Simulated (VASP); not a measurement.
Set up this calculation in VASP 6.6.1, as the native input.

| Item | Value |
| --- | --- |
| Task | single point |
| Functional | PBE |
| Potentials or basis | VASP PAW PBE potentials, release 64 (Si, W_sv) |
| Cutoff | 520 eV |
| k mesh | 16 × 16 × 16 |
| Occupations | fermi-dirac, width 0.05 eV |
| Spin | no spin polarisation |
| Dipole correction | no |
| Further INCAR settings | ALGO = Normal; EDIFF = 1e-06; NBANDS = 18 |

The structure of Si2W lies in POSCAR:

```
Si2W
1.0
   -1.6144470994      1.6144470994      3.9338689186
    1.6144470994     -1.6144470994      3.9338689186
    1.6144470994      1.6144470994     -3.9338689186
Si W
2 1
Direct
    0.3345181044      0.3345181044      0.0000000000
    0.6654818956      0.6654818956      0.0000000000
    0.0000000000      0.0000000000      0.0000000000
```

The input as run:

INCAR

```
SYSTEM = Si2W
PREC = Accurate
ENCUT = 520
EDIFF = 1E-6
ISMEAR = -1
SIGMA = 0.05
LREAL = .FALSE.
LASPH = .TRUE.
NELM = 60
ALGO = Normal
ISIF = 2
LWAVE = .FALSE.
LCHARG = .FALSE.
GGA = PE
NBANDS = 18
```

KPOINTS

```
regular mesh
0
G
  16 16 16
  0 0 0
```

Potentials or basis: VASP PAW PBE potentials, release 64 (Si, W_sv).

The run is started by

```bash
$ cat potpaw_PBE.64/Si/POTCAR potpaw_PBE.64/W_sv/POTCAR > POTCAR
$ mpirun -np 1 vasp_std > vasp.out
```

It gave:

```
Pressure               : 0.1 GPa
Band gap on the k mesh : zero (bands 11 and 12 overlap by 1.25 eV)
```

Caveat: spin-orbit coupling is left out, which moves the levels of the heavy elements.

It took 6.2 min on 1 thread of Intel Xeon 8259CL (shared host), peak memory 0.39 GiB.
